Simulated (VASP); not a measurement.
# KI (Pm-3m) in VASP: notebook

KI is run at these levels: PBEsol; tasks: single point.

Program: VASP 6.6.1. These are calculated values, not measurements. Logs are shortened: lines on timing, memory, paths and dates and some standing lists are left out, and cuts for length are marked.

## (1) The cell of the first run

Symmetry: Pm-3m, No. 221, cubic system. The conventional cell has a = 4.112 Å, b = 4.112 Å, c = 4.112 Å, α = 90.00°, β = 90.00°, γ = 90.00°. K (site symmetry m-3m) has 8 I at 3.56 Å and 6 K at 4.11 Å within 4.7 Å. I (site symmetry m-3m) has 8 K at 3.56 Å and 6 I at 4.11 Å within 4.7 Å.

## (2) Single point, PBEsol

INCAR

```
PREC     = Accurate       # precision mode
ENCUT    = 520            # plane-wave cutoff, eV
EDIFF    = 1E-7           # SCF threshold, eV
ISMEAR   = 0              # smearing method
SIGMA    = 0.01           # smearing width, eV
LREAL    = False          # projectors in reciprocal space
LASPH    = True           # aspherical terms in the spheres
NELM     = 80             # most SCF steps
ALGO     = Normal         # electronic algorithm
ISIF     = 2              # what is computed and relaxed
LWAVE    = False          # write WAVECAR
LCHARG   = False          # write CHGCAR
GGA      = PS             # functional
NBANDS   = 15             # bands
```

KPOINTS

```
Automatic mesh
0
Gamma
  6 6 6
```

POSCAR

```
KI
1.0
    4.1121853033      0.0000000000      0.0000000000
    0.0000000000      4.1121853033      0.0000000000
    0.0000000000      0.0000000000      4.1121853033
K I
1 1
Direct
    0.0000000000      0.0000000000      0.0000000000
    0.5000000000      0.5000000000      0.5000000000
```

Potentials or basis: VASP PAW PBE potentials, release 64 (K_sv, I).

On the command line:

```bash
> cat potpaw_PBE.64/K_sv/POTCAR potpaw_PBE.64/I/POTCAR > POTCAR
> mpirun -np 1 vasp_std > vasp.out
```

OUTCAR:

```text
PREC = Accurate
   ENCUT = 520
   EDIFF = 1E-7
   ISMEAR = 0
   LREAL = False
   LASPH = True
   NELM = 80
   ISIF = 2
   GGA = PS

 ion  position               nearest neighbor table
   1  0.000  0.000  0.000-   2 3.56   2 3.56   2 3.56   2 3.56   2 3.56   2 3.56   2 3.56   2 3.56

   2  0.500  0.500  0.500-   1 3.56   1 3.56   1 3.56   1 3.56   1 3.56   1 3.56   1 3.56   1 3.56

  LATTYP: Found a simple cubic cell.
 ALAT       =     4.1121853033

  Lattice vectors:

 A1 = (   4.1121853033,   0.0000000000,   0.0000000000)
 A2 = (   0.0000000000,   4.1121853033,   0.0000000000)
 A3 = (   0.0000000000,   0.0000000000,   4.1121853033)

Analysis of symmetry for initial positions (statically):
=====================================================================
 Subroutine PRICEL returns:
 Original cell was already a primitive cell.

 Routine SETGRP: Setting up the symmetry group for a
 simple cubic supercell.

 Subroutine GETGRP returns: Found 48 space group operations
 (whereof 48 operations were pure point group operations)
 out of a pool of 48 trial point group operations.

The static configuration has the point symmetry O_h .

Analysis of symmetry for dynamics (positions and initial velocities):
=====================================================================
 Subroutine PRICEL returns:
 Original cell was already a primitive cell.

 Routine SETGRP: Setting up the symmetry group for a
 simple cubic supercell.

 Subroutine GETGRP returns: Found 48 space group operations
 (whereof 48 operations were pure point group operations)
 out of a pool of 48 trial point group operations.

The dynamic configuration has the point symmetry O_h .

 Subroutine INISYM returns: Found 48 space group operations
 (whereof 48 operations are pure point group operations),
 and found     1 'primitive' translations

----------------------------------------------------------------------------------------

                                     Primitive cell

  volume of cell :      69.5373

  direct lattice vectors                    reciprocal lattice vectors
     4.112185303  0.000000000  0.000000000     0.243179703  0.000000000  0.000000000
     0.000000000  4.112185303  0.000000000     0.000000000  0.243179703  0.000000000
     0.000000000  0.000000000  4.112185303     0.000000000  0.000000000  0.243179703

  length of vectors
     4.112185303  4.112185303  4.112185303     0.243179703  0.243179703  0.243179703

  position of ions in fractional coordinates (direct lattice)
     0.000000000  0.000000000  0.000000000
     0.500000000  0.500000000  0.500000000

  ion indices of the primitive-cell ions
   primitive index   ion index
                 1           1
                 2           2

----------------------------------------------------------------------------------------

 KPOINTS: Automatic mesh

Automatic generation of k-mesh.
 Grid dimensions read from file:
 generate k-points for:    6    6    6

 Generating k-lattice:

  Cartesian coordinates                     Fractional coordinates (reciprocal lattice)
     0.040529950  0.000000000  0.000000000     0.166666667  0.000000000  0.000000000
     0.000000000  0.040529950  0.000000000     0.000000000  0.166666667  0.000000000
     0.000000000  0.000000000  0.040529950     0.000000000  0.000000000  0.166666667

  Length of vectors
     0.040529950  0.040529950  0.040529950

  Shift w.r.t. Gamma in fractional coordinates (k-lattice)
     0.000000000  0.000000000  0.000000000

 Subroutine IBZKPT returns following result:
 ===========================================

 Found     20 irreducible k-points:

 Following reciprocal coordinates:
            Coordinates               Weight
  0.000000  0.000000  0.000000      1.000000
  0.166667  0.000000  0.000000      6.000000
  0.333333  0.000000  0.000000      6.000000
  0.500000  0.000000  0.000000      3.000000
  0.166667  0.166667  0.000000     12.000000
  0.333333  0.166667  0.000000     24.000000
[... 12 lines left out ...]
  0.500000  0.500000  0.333333      6.000000
  0.500000  0.500000  0.500000      1.000000
   k-points           NKPTS =     20   k-points in BZ     NKDIM =     20   number of bands    NBANDS=     15
   number of dos      NEDOS =    301   number of ions     NIONS =      2
   total plane-waves  NPLWV =  32768
   dimension x,y,z NGX =    32 NGY =   32 NGZ =   32
   dimension x,y,z NGXF=    64 NGYF=   64 NGZF=   64
   ions per type =               1   1
   NGX,Y,Z   is equivalent  to a cutoff of  12.94, 12.94, 12.94 a.u.
   NGXF,Y,Z  is equivalent  to a cutoff of  25.87, 25.87, 25.87 a.u.
 SYSTEM =  unknown system
   PREC   = accura    normal or accurate (medium, high low for compatibility)
   ISTART =      0    job   : 0-new  1-cont  2-samecut
   ICHARG =      2    charge: 1-file 2-atom 10-const
   ISPIN  =      1    spin polarized calculation?
   LNONCOLLINEAR =      F non collinear calculations
   LSORBIT =      F    spin-orbit coupling
[... 62 lines left out ...]
      2     -10.9412      2.00000
      3     -10.9412      2.00000
      4     -10.9412      2.00000
      5      -9.8881      2.00000
      6       1.2470      2.00000
      7       1.2470      2.00000
      8       1.2470      2.00000
      9       5.2169      0.00000
     10       6.0420      0.00000
     11       6.0420      0.00000
     12      10.1907      0.00000
     13      10.1907      0.00000
     14      10.1907      0.00000
     15      12.4664      0.00000

 k-point     2 :       0.1667    0.0000    0.0000
  band No.  band energies     occupation
      1     -27.4181      2.00000
      2     -11.0449      2.00000
      3     -10.9361      2.00000
      4     -10.9361      2.00000
      5      -9.7403      2.00000
      6       0.4308      2.00000
      7       1.2613      2.00000
      8       1.2613      2.00000
      9       5.8000      0.00000
     10       6.2598      0.00000
     11       6.9481      0.00000
     12      10.0882      0.00000
     13      10.0882      0.00000
     14      10.3132      0.00000
     15      11.3302      0.00000

 k-point     3 :       0.3333    0.0000    0.0000
  band No.  band energies     occupation
      1     -27.4135      2.00000
      2     -11.2093      2.00000
      3     -10.9257      2.00000
      4     -10.9257      2.00000
      5      -9.4768      2.00000
      6      -0.6964      2.00000
      7       1.2889      2.00000
      8       1.2889      2.00000
      9       6.7348      0.00000
     10       6.8952      0.00000
     11       8.6717      0.00000
     12       9.6336      0.00000
     13      10.0951      0.00000
     14      10.0951      0.00000
     15      10.6047      0.00000

 k-point     4 :       0.5000    0.0000    0.0000
  band No.  band energies     occupation
      1     -27.4112      2.00000
      2     -11.2790      2.00000
      3     -10.9205      2.00000
      4     -10.9205      2.00000
      5      -9.3511      2.00000
      6      -1.1503      2.00000
      7       1.3023      2.00000
      8       1.3023      2.00000
      9       7.3728      0.00000
     10       7.6209      0.00000
     11       8.5206      0.00000
     12       9.2859      0.00000
     13      10.5712      0.00000
     14      10.5712      0.00000
     15      10.6087      0.00000
[... 235 lines left out ...]
 k-point    18 :       0.5000    0.3333    0.3333
  band No.  band energies     occupation
      1     -27.3988      2.00000
      2     -11.0725      2.00000
      3     -11.0220      2.00000
      4     -11.0130      2.00000
      5      -9.2568      2.00000
      6      -0.4647      2.00000
      7      -0.0805      2.00000
      8       0.0475      2.00000
      9       6.7058      0.00000
     10       7.2467      0.00000
     11       7.6973      0.00000
     12      10.1585      0.00000
     13      10.6512      0.00000
     14      10.8414      0.00000
     15      11.8426      0.00000

 k-point    19 :       0.5000    0.5000    0.3333
  band No.  band energies     occupation
      1     -27.3968      2.00000
      2     -11.0527      2.00000
      3     -11.0527      2.00000
      4     -11.0097      2.00000
      5      -9.2108      2.00000
      6      -0.4143      2.00000
      7      -0.4143      2.00000
      8      -0.0023      2.00000
      9       6.6123      0.00000
     10       7.4679      0.00000
     11       7.4679      0.00000
     12      10.2291      0.00000
     13      11.1216      0.00000
     14      11.1216      0.00000
     15      11.7521      0.00000

 k-point    20 :       0.5000    0.5000    0.5000
  band No.  band energies     occupation
      1     -27.3948      2.00000
      2     -11.0435      2.00000
      3     -11.0435      2.00000
      4     -11.0435      2.00000
      5      -9.1441      2.00000
      6      -0.4184      2.00000
      7      -0.4184      2.00000
      8      -0.4184      2.00000
      9       7.2582      0.00000
     10       7.2582      0.00000
     11       7.2582      0.00000
     12      10.9884      0.00000
     13      10.9884      0.00000
     14      10.9884      0.00000
     15      11.4953      0.00000

------------------------ aborting loop because EDIFF is reached ----------------------------------------

  FORCE on cell =-STRESS in cart. coord.  units (eV):
  Direction    XX          YY          ZZ          XY          YZ          ZX
  --------------------------------------------------------------------------------------
  -------------------------------------------------------------------------------------
  Total        0.6823600      0.6823600      0.6823600      0.0000000      0.0000000      0.0000000
  in kB       15.7219383     15.7219383     15.7219383      0.0000000      0.0000000      0.0000000
  external PRESSURE =      15.7219383 kB  Pullay stress =       0.0000000 kB

 VOLUME and BASIS-vectors are now :
 -----------------------------------------------------------------------------
  energy-cutoff  :      520.00
  volume of cell :       69.54
      direct lattice vectors                 reciprocal lattice vectors
     4.112185303  0.000000000  0.000000000     0.243179703  0.000000000  0.000000000
     0.000000000  4.112185303  0.000000000     0.000000000  0.243179703  0.000000000
     0.000000000  0.000000000  4.112185303     0.000000000  0.000000000  0.243179703

 POSITION                                       TOTAL-FORCE (eV/Angst)
 -----------------------------------------------------------------------------------
      0.00000      0.00000      0.00000         0.000000      0.000000      0.000000
      2.05609      2.05609      2.05609         0.000000      0.000000      0.000000
 -----------------------------------------------------------------------------------
    total drift:                                0.000000     -0.000000     -0.000000

  FREE ENERGIE OF THE ION-ELECTRON SYSTEM (eV)
  ---------------------------------------------------
  free  energy   TOTEN  =        -5.6992401575 eV

  energy  without entropy=       -5.6992401575  energy(sigma->0) =       -5.69924016
```

Run time: 25 s. Hardware: 1 thread of Intel Xeon 8259CL, shared host; peak memory 0.18 GiB.

What came out:

- Free energy: -5.6992 eV
- Pressure: 1.6 GPa
- Band gap on the k mesh: 3.53 eV (least direct gap 3.65 eV)

Levels at points of the mesh, in eV from the valence-band top:
```tsv
k point	band 4	band 5	band 6	band 7	band 8	band 9	band 10	band 11	band 12	band 13
(0.00, 0.00, 0.00)	-12.63	-11.58	-0.44	-0.44	-0.44	3.53	4.35	4.35	8.50	8.50
(0.50, 0.00, 0.00)	-12.61	-11.04	-2.84	-0.39	-0.39	5.68	5.93	6.83	7.59	8.88
(0.50, 0.50, 0.00)	-12.60	-11.09	-2.10	-2.10	0.00	3.65	5.61	6.67	6.67	9.55
(0.50, 0.50, 0.50)	-12.73	-10.84	-2.11	-2.11	-2.11	5.57	5.57	5.57	9.30	9.30
```

Caveat: the PAW data sets were made with another functional, which shifts forces and pressure a little; spin-orbit coupling is left out, which moves the levels of the heavy elements. A k mesh can miss the band edges.

## (3) Single point, PBEsol

This run uses another cell than the first one, of 36.35 Å³/atom.

INCAR

```
SYSTEM = KI
  PREC = Accurate
  ENCUT = 520
  EDIFF = 1E-7
  ISMEAR = 0
  SIGMA = 0.01
  LREAL = .False.
  LASPH = .True.
  NELM = 80
  ALGO = Normal
  ISIF = 2
  LWAVE = .False.
  LCHARG = .False.
  GGA = PS
  NBANDS = 15
```

KPOINTS

```
regular mesh
0
Gamma
  6 6 6
  0 0 0
```

POSCAR

```
KI
1.0
    4.1735702533      0.0000000000      0.0000000000
    0.0000000000      4.1735702533      0.0000000000
    0.0000000000      0.0000000000      4.1735702533
K I
1 1
Direct
    0.0000000000      0.0000000000      0.0000000000
    0.5000000000      0.5000000000      0.5000000000
```

Potentials or basis: VASP PAW PBE potentials, release 64 (K_sv, I).

On the command line:

```bash
> cat potpaw_PBE.64/K_sv/POTCAR potpaw_PBE.64/I/POTCAR > POTCAR
> mpirun -np 1 vasp_std > vasp.out
```

It took 24 s on 1 thread of Intel Xeon 8259CL, shared host; peak memory 0.19 GiB.

It converged, with:

- Free energy: -5.7214 eV
- Pressure: 0.7 GPa
- Band gap on the k mesh: 3.40 eV (least direct gap 3.71 eV)

Levels at points of the mesh, in eV from the valence-band top:
| k point | band 6 | band 7 | band 8 | band 9 | band 10 | band 11 |
| --- | --- | --- | --- | --- | --- | --- |
| (0.00, 0.00, 0.00) | -0.42 | -0.42 | -0.42 | 3.40 | 4.47 | 4.47 |
| (0.50, 0.00, 0.00) | -2.65 | -0.35 | -0.35 | 5.56 | 6.00 | 6.88 |
| (0.50, 0.50, 0.00) | -1.97 | -1.97 | 0.00 | 3.71 | 5.61 | 6.70 |
| (0.50, 0.50, 0.50) | -1.95 | -1.95 | -1.95 | 5.55 | 5.55 | 5.55 |

Caveat: the PAW data sets were made with another functional, which shifts forces and pressure a little; spin-orbit coupling is left out, which moves the levels of the heavy elements.

## (4) Single point, PBEsol

This run uses another cell than the first one, of 37.93 Å³/atom.

INCAR

```
PREC = Accurate ; ENCUT = 520
EDIFF = 1E-6 ; ISMEAR = 0
SIGMA = 0.01 ; LREAL = False
LASPH = True ; NELM = 100
ALGO = Normal ; ISIF = 2
LWAVE = False ; LCHARG = True
GGA = PS ; LELF = True
LVHAR = True ; NBANDS = 15
```

KPOINTS

```
regular mesh
0
Gamma
  6 6 6
```

POSCAR

```
KI
1.0
    4.2332007419      0.0000000000      0.0000000000
    0.0000000000      4.2332007419      0.0000000000
    0.0000000000      0.0000000000      4.2332007419
K I
1 1
Direct
    0.0000000000      0.0000000000      0.0000000000
    0.5000000000      0.5000000000      0.5000000000
```

On the command line:

```bash
> cat potpaw_PBE.64/K_sv/POTCAR potpaw_PBE.64/I/POTCAR > POTCAR
> mpirun -np 1 vasp_std > vasp.out
```

Wall time 23 s (1 thread of Intel Xeon 8259CL, shared host); peak memory 0.18 GiB.

Results (log left out):

```yaml
Free_energy: -5.7279 eV
Pressure: 0.0 GPa
Band_gap_on_the_k_mesh: 3.28 eV (least direct gap 3.67 eV)
```

Levels at points of the mesh, in eV from the valence-band top:
| k point | band 6 | band 7 | band 8 | band 9 | band 10 | band 11 |
| --- | --- | --- | --- | --- | --- | --- |
| (0.00, 0.00, 0.00) | -0.39 | -0.39 | -0.39 | 3.28 | 4.58 | 4.58 |
| (0.50, 0.00, 0.00) | -2.49 | -0.32 | -0.32 | 5.44 | 6.06 | 6.92 |
| (0.50, 0.50, 0.00) | -1.85 | -1.85 | 0.00 | 3.77 | 5.61 | 6.73 |
| (0.50, 0.50, 0.50) | -1.81 | -1.81 | -1.81 | 5.53 | 5.53 | 5.53 |

Caveat: the PAW data sets were made with another functional, which shifts forces and pressure a little; spin-orbit coupling is left out, which moves the levels of the heavy elements. A k mesh can miss the band edges.

## (5) Single point, PBEsol

This run uses another cell than the first one, of 39.51 Å³/atom.

INCAR

```
  PREC = Accurate
  ENCUT = 520
  EDIFF = 1E-6
  ISMEAR = 0
  SIGMA = 0.01
  LREAL = F
  LASPH = T
  NELM = 60
  ALGO = Normal
  ISIF = 2
  LWAVE = F
  LCHARG = F
  GGA = PS
  NBANDS = 15
```

KPOINTS

```
Automatic mesh
0
Gamma
  6 6 6
```

POSCAR

```
KI
1.0
    4.2911970000      0.0000000000      0.0000000000
    0.0000000000      4.2911970000      0.0000000000
    0.0000000000      0.0000000000      4.2911970000
K I
1 1
Direct
    0.0000000000      0.0000000000      0.0000000000
    0.5000000000      0.5000000000      0.5000000000
```

On the command line:

```bash
> cat potpaw_PBE.64/K_sv/POTCAR potpaw_PBE.64/I/POTCAR > POTCAR
> mpirun -np 1 vasp_std > vasp.out
```

It took 24 s on 1 thread of Intel Xeon 8259CL, shared host; peak memory 0.19 GiB.

It converged, with:

| Property | Result |
| --- | --- |
| Free energy | -5.7223 eV |
| Pressure | -0.5 GPa |
| Band gap on the k mesh | 3.18 eV (least direct gap 3.55 eV) |

Levels at points of the mesh, in eV from the valence-band top:
```csv
k point,band 4,band 5,band 6,band 7,band 8,band 9,band 10,band 11,band 12,band 13
"(0.00, 0.00, 0.00)",-12.70,-11.20,-0.37,-0.37,-0.37,3.18,4.67,4.67,8.39,8.39
"(0.50, 0.00, 0.00)",-12.69,-10.88,-2.33,-0.29,-0.29,5.34,6.10,6.96,6.96,8.64
"(0.50, 0.50, 0.00)",-12.68,-10.85,-1.74,-1.74,0.00,3.81,5.60,6.76,6.76,8.92
"(0.50, 0.50, 0.50)",-12.77,-10.68,-1.68,-1.68,-1.68,5.52,5.52,5.52,8.83,8.83
```

Caveat: the PAW data sets were made with another functional, which shifts forces and pressure a little; spin-orbit coupling is left out, which moves the levels of the heavy elements.

## (6) Overview

| cell | gap on the mesh (eV) | pressure (GPa) |
| --- | --- | --- |
| a = 4.112 Å, 2 atoms | 3.53 | 1.6 |
| a = 4.174 Å, 2 atoms | 3.40 | 0.7 |
| a = 4.233 Å, 2 atoms | 3.28 | 0.0 |
| a = 4.291 Å, 2 atoms | 3.18 | -0.5 |

Alike in all rows: task single point; level PBEsol; potentials or basis VASP PAW PBE potentials, release 64 (K_sv, I); no spin polarisation; k mesh 6 × 6 × 6; cutoff (eV) 520; smearing gaussian 0.01 eV.

Caveats: the PAW data sets were made with another functional, which shifts forces and pressure a little; spin-orbit coupling is left out, which moves the levels of the heavy elements.

Absolute energies hang on the potentials; compare differences alone.
